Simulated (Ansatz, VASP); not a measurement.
V: VASP beside Ansatz

```
V
1.0
    -1.54326    1.54326    1.51300
     1.54326   -1.54326    1.51300
     1.54326    1.54326   -1.51300
V
1
Direct
  0.00000 0.00000 0.00000
```

Change from the starting cell: equal xx and yy strain of +2 %, crystal datasets.

Alike in both runs: task electric field gradients; functional PBEsol; k mesh 19 × 19 × 19; occupations fermi-dirac, width 0.03 eV; collinear spin.

|  | VASP | Ansatz |
| --- | --- | --- |
| version | VASP 6.6.1 | Ansatz 0.2.0 |
| potentials or method | VASP PAW PBE potentials, release 64 (V_sv), cutoff 520 eV | all-electron PAW with datasets made for the crystal, scalar-relativistic |

|  | VASP | Ansatz | Ansatz less VASP |
| --- | --- | --- | --- |
| pressure (GPa) | -17.1 | -17.3 | -0.19 |
| traceless stress, the component that is largest in VASP (GPa) | 1.35 | 1.35 | -0.001 |
| net moment per atom (μB) | 0.00 | 0.00 | 0.000 |
| size of Vzz on the site where it differs most (V/Å²) | 1.5 | 1.5 | -0.05 |

VASP's potentials were made for PBE, not for PBEsol. Ansatz ran all-electron here, and VASP with PAW potentials. Ansatz's warnings: seeded moment not kept.
